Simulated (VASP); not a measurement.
The system is TaN.

```
Ta N
1.0
     2.87802    0.00000    0.00000
    -1.43901    2.49244    0.00000
     0.00000    0.00000    2.82415
Ta N
1 1
Cartesian
  0.0000 0.0000 1.4121
  1.4390 0.8308 0.0000
```

Base run:

* Program: VASP 6.6.1
* Functional: LDA
* Potentials or basis: VASP PAW LDA potentials, release 64 (Ta_sv_GW, N)
* Cutoff: 600 eV
* k mesh: 10 × 10 × 9
* Occupations: fermi-dirac, width 0.05 eV
* Spin: no spin polarisation

Its results: band gap on the k mesh zero (band 9 reaches 13.25 eV, above the bottom of band 10 at 12.94 eV); pressure 13.4 GPa.

**Question.** The run is repeated on the same cell with these changes: functional from LDA to r2SCAN; potentials or basis from VASP PAW LDA potentials, release 64 (Ta_sv_GW, N) to VASP PAW PBE potentials, release 64 (Ta_sv_GW, N); cutoff from 600 eV to 660 eV. What comes out?

**Answer.** Band gap on the k mesh zero (band 9 reaches 13.63 eV, above the bottom of band 10 at 13.27 eV); pressure 25.3 GPa.

Caveats: spin-orbit coupling is left out, which moves the levels of the heavy elements; the PAW data sets were made with another functional, which shifts forces and pressure a little (some runs).
